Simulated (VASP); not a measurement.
Crystal: SiC.

```
CELL_PARAMETERS angstrom
3.13686 0.00000 0.00000
-1.56843 2.71660 0.00000
0.00000 0.00000 5.14907
ATOMIC_POSITIONS crystal
Si 0.33333 0.66667 0.99953
Si 0.66667 0.33333 0.49953
C 0.33333 0.66667 0.37547
C 0.66667 0.33333 0.87547
```

This cell differs from its parent crystal: strain +2.0%.

Base run:

- Program: VASP 6.6.1
- Functional: PBE
- Potentials or basis: VASP PAW PBE potentials, release 64 (Si, C)
- Cutoff: 520 eV
- k mesh: 12 × 12 × 6
- Occupations: fermi-dirac, width 0.02 eV
- Spin: no spin polarisation

Its results: band gap on the k mesh 2.38 eV (least direct gap 3.86 eV); pressure -8.5 GPa.

The run is repeated on the same cell with these changes: functional from PBE to r2SCAN; occupations from fermi-dirac, width 0.02 eV to gaussian, width 0.01 eV. What comes out?

Band gap on the k mesh 2.75 eV (least direct gap 4.34 eV); pressure -12.2 GPa.

Caveats: the cell stands under tension; the PAW data sets were made with another functional, which shifts forces and pressure a little (at least some runs).

A k mesh can miss the band edges.
